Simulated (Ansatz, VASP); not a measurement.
**TlIrPd: VASP beside Ansatz**

File INCAR:

```
PREC = Accurate
ENCUT = 520
EDIFF = 1E-6
ISMEAR = -1
SIGMA = 0.1
LREAL = False
LASPH = True
NELM = 100
ALGO = Normal
ISIF = 2
LWAVE = False
LCHARG = True
GGA = PE
LELF = True
LVHAR = True
NBANDS = 58
```

KPOINTS

```
regular mesh
0
Gamma
  3 3 5
```

File POSCAR:

```
TlIrPd
1.0
    7.2290130000      0.0000000000      0.0000000000
   -3.6145060000      6.2605100000      0.0000000000
    0.0000000000      0.0000000000      3.6976040000
Ir Pd Tl
3 3 3
Direct
    0.5850000000      0.0000000000      0.5000000000
    0.4150000000      0.4150000000      0.5000000000
    0.0000000000      0.5850000000      0.5000000000
    0.0000000000      0.0000000000      0.5000000000
    0.3333000000      0.6667000000      0.0000000000
    0.6667000000      0.3333000000      0.0000000000
    0.2450000000      0.0000000000      0.0000000000
    0.7550000000      0.7550000000      0.0000000000
    0.0000000000      0.2450000000      0.0000000000
```

Input for Ansatz:

```yaml
crystal:
  lattice:
    - [7.229013, 0.0, 0.0]
    - [-3.614506, 6.26051, 0.0]
    - [0.0, 0.0, 3.697604]
  atoms:
    - { symbol: Ir, position: [0.585, 0.0, 0.5] }
    - { symbol: Ir, position: [0.415, 0.415, 0.5] }
    - { symbol: Ir, position: [0.0, 0.585, 0.5] }
    - { symbol: Pd, position: [0.0, 0.0, 0.5] }
    - { symbol: Tl, position: [0.245, 0.0, 0.0] }
    - { symbol: Tl, position: [0.755, 0.755, 0.0] }
    - { symbol: Tl, position: [0.0, 0.245, 0.0] }
    - { symbol: Pd, position: [0.3333, 0.6667, 0.0] }
    - { symbol: Pd, position: [0.6667, 0.3333, 0.0] }
  symmetry: { tolerance: 0.0003 }
kpoints:
  mp_grid: { grid: [3, 3, 5], shift: [0, 0, 0] }
magnetization:
  spin_polarized: false
scf:
  occupations: { method: fermi_dirac }
  initial_density: { chi_scale: 0.3 }
hamiltonian:
  pseudopotentials: { kind: paw }
  xc: pbe
basis:
  ecutwfc: 420
output:
  forces: true
  stress: true
  eigenvalues: true
```

Alike in both runs: task single point; functional PBE; k mesh 3 × 3 × 5; no spin polarisation.

|  | VASP | Ansatz |
| --- | --- | --- |
| version | VASP 6.6.1 | Ansatz 0.2.0 |
| potentials or method | VASP PAW PBE potentials, release 64 (Ir, Pd, Tl_d), cutoff 520 eV | PAW plane waves |
| occupations | fermi-dirac, width 0.1 eV | fermi-dirac |
| valence electrons in the cell | 96 | 144 |

|  | VASP | Ansatz | Ansatz less VASP |
| --- | --- | --- | --- |
| gap on the k mesh at the Fermi level (eV) | none | none | - |
| pressure (GPa) | 0.0 | -0.1 | -0.05 |
| rms of the force components (eV/Å) | 1.255 | 1.247 | -0.0079 |

A gap of «none» marks a metal or a gap that the smearing closes. VASP's potentials hold 96 valence electrons a cell and Ansatz's 144, so a difference there can come from the potentials and not from the codes. Ansatz's warnings: structure snapped to symmetry.

Spin-orbit coupling is off throughout.
